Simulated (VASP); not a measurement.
Sc3Hg, 4 atoms in the cell. The structure is cubic, space group Pm-3m (No. 221). The conventional cell has a = 4.465 Å, b = 4.465 Å, c = 4.465 Å, α = 90.00°, β = 90.00°, γ = 90.00°. Sc (site symmetry 4/mmm) has 8 Sc at 3.16 Å and 4 Hg at 3.16 Å within 4.2 Å. Hg (site symmetry m-3m) has 12 Sc at 3.16 Å within 4.2 Å. 

- Program: VASP 6.6.1
- Task: single point
- Functional: PBEsol
- Dispersion: D3(BJ)
- Potentials or basis: VASP PAW PBE potentials, release 64 (Sc_sv, Hg)
- Cutoff: 520 eV
- k mesh: 5 × 5 × 5
- Occupations: fermi-dirac, width 0.1 eV
- Spin: no spin polarisation
- Dipole correction: no
- Further INCAR settings: ALGO = Normal; EDIFF = 1e-06; NBANDS = 30

Potentials or basis: VASP PAW PBE potentials, release 64 (Sc_sv, Hg).

Run with:

```console
$ cat potpaw_PBE.64/Sc_sv/POTCAR potpaw_PBE.64/Hg/POTCAR > POTCAR
$ mpirun -np 1 vasp_std > vasp.out
```

Hardware: 1 thread of AMD EPYC 7R13 (shared host).

Q: Estimate the wall time of this run.

A: Wall time 46 s on 1 thread of AMD EPYC 7R13, with other jobs on the host, peak memory 0.19 GiB. Counts: scf iterations 12, k points 10.
